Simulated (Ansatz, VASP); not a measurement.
## Sr3Ni in VASP and in Ansatz

```
Sr Ni
1.0
     5.26930    0.00000    0.00000
     0.00000    5.26930    0.00000
     0.00000    0.00000    5.26930
Sr Ni
3 1
Cartesian
  0.0000 2.6346 2.6346
  2.6346 0.0000 2.6346
  2.6346 2.6346 0.0000
  0.0000 0.0000 0.0000
```

Alike in both runs: functional PBE; k mesh 10 × 10 × 10; occupations gaussian, width 0.1 eV; no spin polarisation.

Ansatz relaxed the structure, and its values are those at the end. VASP's run is a single point on that final structure, the one shown.

|  | VASP | Ansatz |
| --- | --- | --- |
| version | VASP 6.6.1 | Ansatz 0.2.0 |
| potentials or method | VASP PAW PBE potentials, release 64 (Sr_sv, Ni), cutoff 520 eV | scalar-relativistic, plane waves, PAW |
| valence electrons in the cell | 40 | 48 |

Ansatz gave:

- gap on the k mesh at the Fermi level (eV): none
- pressure (GPa): 0.0

Task: Which values does VASP return?

Result: gap on the k mesh at the Fermi level (eV): none; pressure (GPa): 0.1.

A gap of «none» marks a metal or a gap that the smearing closes. With one functional, cell and mesh, what is left measures potentials, basis and numerics. VASP's potentials hold 40 valence electrons a cell and Ansatz's 48, so a difference there can come from the potentials and not from the codes.
